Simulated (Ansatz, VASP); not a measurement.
## Ti: VASP beside Ansatz

```
Ti
1.0
    -1.60750    1.60750    1.60750
     1.60750   -1.60750    1.60750
     1.60750    1.60750   -1.60750
Ti
1
Direct
  0.00000 0.00000 0.00000
```

Change from the starting cell: volume scaled by 0.94, crystal datasets.

Alike in both runs: task electric field gradients; functional PBE; k mesh 14 × 14 × 14; occupations fermi-dirac, width 0.05 eV; no spin polarisation.

```csv
,VASP,Ansatz
version,VASP 6.6.1,Ansatz 0.2.0
potentials or method,"VASP PAW PBE potentials, release 64 (Ti_sv), cutoff 520 eV","all-electron PAW with datasets made for the crystal, scalar-relativistic"
```

```tsv
	VASP	Ansatz	Ansatz less VASP
pressure (GPa)	4.0	4.3	+0.30
```

Ansatz ran all-electron here, and VASP with PAW potentials.
